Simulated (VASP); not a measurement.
Write the native input for VASP 6.6.1 that does the following.

| Item | Value |
| --- | --- |
| Task | single point |
| Functional | revPBE |
| Potentials or basis | VASP PAW PBE potentials, release 64 (Nb_sv) |
| Cutoff | 520 eV |
| k mesh | 22 × 22 × 22 |
| Occupations | fermi-dirac, width 0.1 eV |
| Spin | no spin polarisation |
| Dipole correction | no |
| Further INCAR settings | ALGO = Normal; EDIFF = 1e-06; NBANDS = 12 |

The structure of Nb lies in POSCAR:

```
Nb
1.0
   -1.6391456464      1.6391456464      1.6391456464
    1.6391456464     -1.6391456464      1.6391456464
    1.6391456464      1.6391456464     -1.6391456464
Nb
1
Direct
    0.0000000000      0.0000000000      0.0000000000
```

This cell differs from its parent crystal: volume scaled by 0.96.

The input as run:

INCAR

```
SYSTEM = Nb
PREC = Accurate
ENCUT = 520
EDIFF = 1E-6
ISMEAR = -1
SIGMA = 0.1
LREAL = .False.
LASPH = .True.
NELM = 100
ALGO = Normal
ISIF = 2
LWAVE = .False.
LCHARG = .False.
GGA = RE
NBANDS = 12
```

KPOINTS

```
Automatic mesh
0
Gamma
  22 22 22
  0 0 0
```

Potentials or basis: VASP PAW PBE potentials, release 64 (Nb_sv).

Command:

```sh
$ cat potpaw_PBE.64/Nb_sv/POTCAR > POTCAR
$ mpirun -np 1 vasp_std > vasp.out
```

Results of the run:

```
Pressure : 7.2 GPa
```

Caveat: the PAW data sets were made with another functional, which shifts forces and pressure a little.

Wall time 28 s on 1 thread of Intel(R) Xeon(R) Platinum 8488C (Sapphire Rapids) (shared host), peak memory 0.19 GiB.
